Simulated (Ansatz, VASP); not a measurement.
## One calculation of TeRu, two programs

The input INCAR:

```
PREC = Accurate ; ENCUT = 520
EDIFF = 1E-6 ; ISMEAR = 0
SIGMA = 0.05 ; LREAL = F
LASPH = T ; NELM = 150
ALGO = Normal ; ISIF = 2
LWAVE = F ; LCHARG = F
ISPIN = 2 ; MAGMOM = 0.56 0.56 -0.02 -0.02
LORBIT = 11 ; LMAXMIX = 4
LDAU = T ; LDAUTYPE = 2
LDAUL = 2 -1 ; LDAUU = 1 0
LDAUJ = 0 0 ; LDAUPRINT = 1
GGA = PE ; NBANDS = 32
```

File KPOINTS:

```
Automatic mesh
0
Gamma
  5 5 3
```

POSCAR

```
TeRu
1.0
    4.3994693100      0.0000000000      0.0000000000
   -2.1997346500      3.8100521800      0.0000000000
    0.0000000000      0.0000000000      7.2053149600
Ru Te
2 2
Direct
    0.6666666667      0.3333333333      0.0000000000
    0.3333333333      0.6666666667      0.5000000000
    0.6666666667      0.3333333333      0.6252000000
    0.3333333333      0.6666666667      0.1252000000
```

Input for Ansatz:

```yaml
crystal:
  lattice:
    - [4.39946931, 0.0, 0.0]
    - [-2.19973465, 3.81005218, 0.0]
    - [0.0, 0.0, 7.20531496]
  atoms:
    - { symbol: Ru, position: [0.6666666667, 0.3333333333, 0.0], spin: 2.0 }
    - { symbol: Ru, position: [0.3333333333, 0.6666666667, 0.5], spin: 2.0 }
    - { symbol: Te, position: [0.6666666667, 0.3333333333, 0.6252] }
    - { symbol: Te, position: [0.3333333333, 0.6666666667, 0.1252] }
basis:
  ecutwfc: 420
  ecutrho_ratio: 4
kpoints:
  mp_grid: { grid: [5, 5, 3] }
hamiltonian:
  xc: pbe
  hubbard:
    sites:
      - { site: 0, l: d, u_eff: 1.0, starting_ns: [{ spin: up, occupation_matrix: s0up }, { spin: down, occupation_matrix: s0down }] }
      - { site: 1, l: d, u_eff: 1.0, starting_ns: [{ spin: up, occupation_matrix: s1up }, { spin: down, occupation_matrix: s1down }] }
    occupation_matrices:
      s0up:
        matrix:
          - [0.97, 0.0, 0.0, 0.0, 0.0]
          - [0.0, 0.02, 0.0, 0.0, 0.0]
          - [0.0, 0.0, 0.97, 0.0, 0.0]
          - [0.0, 0.0, 0.0, 0.97, 0.0]
          - [0.0, 0.0, 0.0, 0.0, 0.97]
      s0down:
        matrix:
          - [0.02, 0.0, 0.0, 0.0, 0.0]
          - [0.0, 0.02, 0.0, 0.0, 0.0]
          - [0.0, 0.0, 0.02, 0.0, 0.0]
          - [0.0, 0.0, 0.0, 0.97, 0.0]
          - [0.0, 0.0, 0.0, 0.0, 0.97]
      s1up:
        matrix:
          - [0.97, 0.0, 0.0, 0.0, 0.0]
          - [0.0, 0.02, 0.0, 0.0, 0.0]
          - [0.0, 0.0, 0.97, 0.0, 0.0]
          - [0.0, 0.0, 0.0, 0.97, 0.0]
          - [0.0, 0.0, 0.0, 0.0, 0.97]
      s1down:
        matrix:
          - [0.02, 0.0, 0.0, 0.0, 0.0]
          - [0.0, 0.02, 0.0, 0.0, 0.0]
          - [0.0, 0.0, 0.02, 0.0, 0.0]
          - [0.0, 0.0, 0.0, 0.97, 0.0]
          - [0.0, 0.0, 0.0, 0.0, 0.97]
    ns_hold: { iters: 5 }
scf:
  occupations: { method: gaussian, width: 0.05 }
  lower_state_search: "off"
  max_iter: 150
output:
  forces: true
  stress: true
  eigenvalues: true
  populations: true
  hubbard: { sites: [{ site: 0, l: d }, { site: 1, l: d }] }
magnetization:
  spin_polarized: true
```

Alike in both runs: task single point; functional PBE; k mesh 5 × 5 × 3; occupations gaussian, width 0.05 eV; collinear spin; Hubbard terms Ru d U = 1.0 eV.

|  | VASP | Ansatz |
| --- | --- | --- |
| version | VASP 6.6.1 | Ansatz 0.2.0 |
| potentials or method | VASP PAW PBE potentials, release 64 (Ru_pv, Te), cutoff 520 eV | scalar-relativistic, plane waves, PAW |
| valence electrons in the cell | 40 | 64 |

Ansatz gave:

```
gap on the k mesh at the Fermi level (eV)                     : none
pressure (GPa)                                                : -9.7
traceless stress, the component that is largest in VASP (GPa) : 0.81
rms of the force components (eV/Å)                            : 0.062
net moment per atom (μB)                                      : 0.30
size of the moment on the site where the two differ most (μB) : 0.51
```

Q: Estimate VASP's values.

A: gap on the k mesh at the Fermi level (eV): none; pressure (GPa): -10.2; traceless stress, the component that is largest in VASP (GPa): 0.57; rms of the force components (eV/Å): 0.016; net moment per atom (μB): 0.07; size of the moment on the site where the two differ most (μB): 0.13.

The net moments are unlike, so the other rows may belong to different states. Site moments also hang on the region over which each program counts them. The programs project onto different local orbitals, so the same U acts differently, and such runs can settle in different states. Atom by atom the forces differ by 0.078 eV/Å (rms over components). A gap of «none» marks a metal or a gap that the smearing closes. VASP's potentials hold 40 valence electrons a cell and Ansatz's 64, so a difference there can come from the potentials and not from the codes. Ansatz's warnings: filled band counts differ across k points, specified occupation not kept, symmetry narrowed by occupation matrices.

Spin-orbit coupling is off throughout.
